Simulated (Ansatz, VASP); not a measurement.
One calculation of GaPSe3, two programs

```xyz
5
Lattice="4.5839 0.0000 0.0000 0.0000 4.5839 0.0000 0.0000 0.0000 5.9880" Properties=species:S:1:pos:R:3 pbc="T T T"
Ga    0.0000    0.0000    0.3420
P     2.2919    2.2919    3.4893
Se    2.2919    2.2919    5.6709
Se    0.0000    2.2919    2.6141
Se    2.2919    0.0000    2.6141
```

Alike in both runs: task single point; functional PBE; k mesh 8 × 8 × 6; occupations gaussian, width 0.1 eV; no spin polarisation.

```csv
,VASP,Ansatz
version,VASP 6.6.1,Ansatz 0.2.0
potentials or method,"VASP PAW PBE potentials, release 64 (Ga_d, P, Se), cutoff 520 eV","scalar-relativistic, plane waves, PAW"
valence electrons in the cell,36,66
```

```csv
,VASP,Ansatz,Ansatz less VASP
gap on the k mesh at the Fermi level (eV),none,none,-
pressure (GPa),0.0,0.0,-0.03
rms of the force components (eV/Å),0.004,0.000,-0.0040
```

Atom by atom the forces differ by 0.004 eV/Å (rms over components). A gap of «none» marks a metal or a gap that the smearing closes. VASP's potentials hold 36 valence electrons a cell and Ansatz's 66, so a difference there can come from the potentials and not from the codes.
